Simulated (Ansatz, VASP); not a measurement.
Two plane-wave programs on Ag

Contents of INCAR:

```
PREC     = Accurate       # precision mode
ENCUT    = 520            # plane-wave cutoff, eV
EDIFF    = 1E-6           # SCF threshold, eV
ISMEAR   = 0              # smearing method
SIGMA    = 0.1            # smearing width, eV
LREAL    = False          # projectors in reciprocal space
LASPH    = True           # aspherical terms in the spheres
NELM     = 80             # most SCF steps
ALGO     = Normal         # electronic algorithm
ISIF     = 2              # what is computed and relaxed
LWAVE    = False          # write WAVECAR
LCHARG   = False          # write CHGCAR
GGA      = PE             # functional
NBANDS   = 12             # bands
```

KPOINTS

```
Automatic mesh
0
Gamma
  8 8 8
```

The input POSCAR:

```
Ag
1.0
    0.0000000000      2.0675000000      2.0675000000
    2.0675000000      0.0000000000      2.0675000000
    2.0675000000      2.0675000000      0.0000000000
Ag
1
Direct
    0.0000000000      0.0000000000      0.0000000000
```

Input for Ansatz:

```yaml
crystal:
  lattice:
    - [0.0, 2.0675, 2.0675]
    - [2.0675, 0.0, 2.0675]
    - [2.0675, 2.0675, 0.0]
  atoms:
    - { symbol: Ag, position: [0.0, 0.0, 0.0] }
basis:
  ecutwfc: 420
kpoints:
  mp_grid: { grid: [8, 8, 8] }
hamiltonian:
  xc: pbe
  pseudopotentials: { kind: paw, azcp: { folder: soft_1 } }
scf:
  occupations: { method: gaussian, width: 0.1 }
output:
  forces: true
  stress: true
  eigenvalues: true
```

Alike in both runs: task single point; functional PBE; k mesh 8 × 8 × 8; occupations gaussian, width 0.1 eV; no spin polarisation.

|  | VASP | Ansatz |
| --- | --- | --- |
| version | VASP 6.6.1 | Ansatz 0.2.0 |
| potentials or method | VASP PAW PBE potentials, release 64 (Ag), cutoff 520 eV | scalar-relativistic, plane waves, PAW |
| valence electrons in the cell | 11 | 19 |

Ansatz gave:

* gap on the k mesh at the Fermi level (eV): none
* pressure (GPa): 1.4

**Question.** What did VASP give for the same quantities?

**Answer.** gap on the k mesh at the Fermi level (eV): none; pressure (GPa): 1.2.

A gap of «none» marks a metal or a gap that the smearing closes. VASP's potentials hold 11 valence electrons a cell and Ansatz's 19, so a difference there can come from the potentials and not from the codes.
